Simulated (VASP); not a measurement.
A run of VASP 6.6.1:

Contents of INCAR:

```
PREC     = Accurate       # precision mode
ENCUT    = 600            # plane-wave cutoff, eV
EDIFF    = 1E-6           # SCF threshold, eV
ISMEAR   = 0              # smearing method
SIGMA    = 0.1            # smearing width, eV
LREAL    = False          # projectors in reciprocal space
LASPH    = True           # aspherical terms in the spheres
NELM     = 100            # most SCF steps
ALGO     = Normal         # electronic algorithm
ISIF     = 3              # what is computed and relaxed
LWAVE    = False          # write WAVECAR
LCHARG   = False          # write CHGCAR
GGA      = PE             # functional
IBRION   = 2              # ionic algorithm
NSW      = 90             # ionic steps
EDIFFG   = -0.04          # ionic threshold
```

KPOINTS

```
Automatic mesh
0
Gamma
  6 6 2
```

File POSCAR:

```
In4Sb3As
1.0
    4.2342082100      0.0000000000      0.0000000000
   -2.1171041000      3.6669318700      0.0000000000
    0.0000000000      0.0000000000     13.9237350800
In Sb As
4 3 1
Direct
    0.6666666700      0.3333333300      0.2502940600
    0.6666666700      0.3333333300      0.7502940600
    0.3333333300      0.6666666700      0.0002940600
    0.3333333300      0.6666666700      0.5002940600
    0.6666666700      0.3333333300      0.4374559200
    0.3333333300      0.6666666700      0.1874559200
    0.3333333300      0.6666666700      0.6874559200
    0.6666666700      0.3333333300      0.9374559200
```

Potentials or basis: VASP PAW PBE potentials, release 64 (In_d, Sb, As).

Run with:

```console
$ cat potpaw_PBE.64/In_d/POTCAR potpaw_PBE.64/Sb/POTCAR potpaw_PBE.64/As/POTCAR > POTCAR
$ mpirun -np 1 vasp_std > vasp.out
```

Hardware: 1 thread of Intel(R) Xeon(R) 6975P-C (Granite Rapids) (shared host).

**Question.** How long does it take, and how much memory?

**Answer.** Run time: 18 min on 1 thread of Intel(R) Xeon(R) 6975P-C (Granite Rapids), with other jobs on the host, peak memory 0.49 GiB. Counts: scf iterations 114, k points 14, ion steps 12.
